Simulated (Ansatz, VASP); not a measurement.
CrCuO2 in VASP and in Ansatz

The input INCAR:

```
SYSTEM = CrCuO2
ALGO     = Normal         ! electronic algorithm
EDIFF    = 1E-6           ! SCF threshold, eV
ENCUT    = 600            ! plane-wave cutoff, eV
GGA      = PS             ! functional
GGA_COMPAT= .False.      
ISIF     = 2              ! what is computed and relaxed
ISMEAR   = -1             ! smearing method
LASPH    = .True.         ! aspherical terms in the spheres
LCHARG   = .False.        ! write CHGCAR
LREAL    = .False.        ! projectors in reciprocal space
LWAVE    = .False.        ! write WAVECAR
NBANDS   = 26             ! bands
NELM     = 120            ! most SCF steps
PREC     = Accurate       ! precision mode
SIGMA    = 0.08           ! smearing width, eV
```

File KPOINTS:

```
k-points
0
Gamma
  11 11 11
  0 0 0
```

Contents of POSCAR:

```
CrCuO2
1.0
    1.3915365743      0.8034040158      5.3351439252
   -1.3915365743      0.8034040158      5.3351439252
    0.0000000000     -1.6068080315      5.3351439252
Cr Cu O
1 1 2
Direct
    0.5000000000      0.5000000000      0.5000000000
    0.0000000000      0.0000000000      0.0000000000
    0.1079200000      0.1079200000      0.1079200000
    0.8920800000      0.8920800000      0.8920800000
```

Input for Ansatz:

```yaml
crystal:
  lattice:
    - [1.3915365743, 0.8034040158, 5.3351439252]
    - [-1.3915365743, 0.8034040158, 5.3351439252]
    - [0.0, -1.6068080315, 5.3351439252]
  atoms:
    - { symbol: Cr, position: [0.5, 0.5, 0.5] }
    - { symbol: Cu, position: [0.0, 0.0, 0.0] }
    - { symbol: O, position: [0.10792, 0.10792, 0.10792] }
    - { symbol: O, position: [0.89208, 0.89208, 0.89208] }
kpoints:
  mp_grid: { grid: [11, 11, 11] }
scf:
  occupations: { method: fermi_dirac, width: 0.08 }
  lower_state_search: "off"
hamiltonian:
  xc: pbesol
  pseudopotentials: { kind: paw }
output:
  forces: true
  stress: true
  eigenvalues: true
```

Change from the starting cell: volume scaled by 0.82, no spin polarisation, PAW files.

Alike in both runs: task single point; functional PBEsol; k mesh 11 × 11 × 11; occupations fermi-dirac, width 0.08 eV; no spin polarisation.

|  | VASP | Ansatz |
| --- | --- | --- |
| version | VASP 6.6.1 | Ansatz 0.2.0 |
| potentials or method | VASP PAW PBE potentials, release 64 (Cr_pv, Cu, O) | PAW with Ansatz's default frozen-core files, scalar-relativistic |
| plane-wave cutoff (eV) | 600 | 420 |
| valence electrons in the cell | 35 | 45 |

```csv
,VASP,Ansatz,Ansatz less VASP
pressure (GPa),40.5,39.4,-1.12
"traceless stress, the component that is largest in VASP (GPa)",33.20,32.35,-0.843
rms of the force components (eV/Å),0.499,0.518,+0.0184
```

VASP's potentials were made for PBE, not for PBEsol. Atom by atom the forces differ by 0.018 eV/Å (rms over components). Both programs put the cell under a high pressure, so it lies far from rest at this level. VASP's potentials hold 35 valence electrons a cell and Ansatz's 45, so a difference there can come from the potentials and not from the codes.
